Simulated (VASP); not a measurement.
A run of VASP 6.6.1 is set up as follows.

The input POSCAR:

```
AlN
1.0
    0.0000000000      2.0188684697      2.0188684697
    2.0188684697      0.0000000000      2.0188684697
    2.0188684697      2.0188684697      0.0000000000
Al N
1 1
Direct
    0.0000000000      0.0000000000      0.0000000000
    0.5000000000      0.5000000000      0.5000000000
```

File INCAR.step1:

```
SYSTEM = AlN
PREC = Accurate
ENCUT = 500
EDIFF = 1E-8
ISMEAR = 0
SIGMA = 0.01
LREAL = .False.
LASPH = .True.
NELM = 80
ALGO = Normal
LWAVE = .True.
LCHARG = .False.
GGA = PE
```

File INCAR.step2:

```
SYSTEM = AlN
PREC = Accurate
ENCUT = 500
EDIFF = 1E-8
ISMEAR = 0
SIGMA = 0.01
LREAL = .False.
LASPH = .True.
NELM = 1
ALGO = Exact
LWAVE = .True.
LCHARG = .False.
GGA = PE
NBANDS = 34
LOPTICS = .True.
ISTART = 1
```

INCAR.step3

```
SYSTEM = AlN
PREC = Accurate
ENCUT = 500
EDIFF = 1E-8
ISMEAR = 0
SIGMA = 0.01
LREAL = .False.
LASPH = .True.
ALGO = EVGW0
LWAVE = .False.
LCHARG = .False.
GGA = PE
NELMGW = 1
NBANDS = 34
ENCUTGW = 80.0
NOMEGA = 48
PRECFOCK = Fast
ISTART = 1
NBANDSGW = 12
```

The input KPOINTS:

```
regular mesh
0
Gamma
  6 6 6
  0 0 0
```

Potentials or basis: VASP PAW PBE potentials, release 64 (Al_GW, N_GW).

Run with:

```sh
$ cat potpaw_PBE.64/Al_GW/POTCAR potpaw_PBE.64/N_GW/POTCAR > POTCAR
$ cp INCAR.step1 INCAR
$ mpirun -np 1 vasp_std > vasp.out
$ cp INCAR.step2 INCAR
$ mpirun -np 1 vasp_std > vasp.out
$ cp INCAR.step3 INCAR
$ mpirun -np 1 vasp_std > vasp.out
```

What does it give for the quasiparticle gap?

5.99 eV.

Estimate the least direct quasiparticle gap.

7.26 eV.

Estimate the least direct gap of the starting levels on the mesh.

5.74 eV.

Caveat: the k points lie up to 0.45 Å⁻¹ apart; bands, screening cutoff and mesh are small and nothing is extrapolated, so the quasiparticle values aren't converged; the structure was generated, so it needn't be the stable form of AlN.
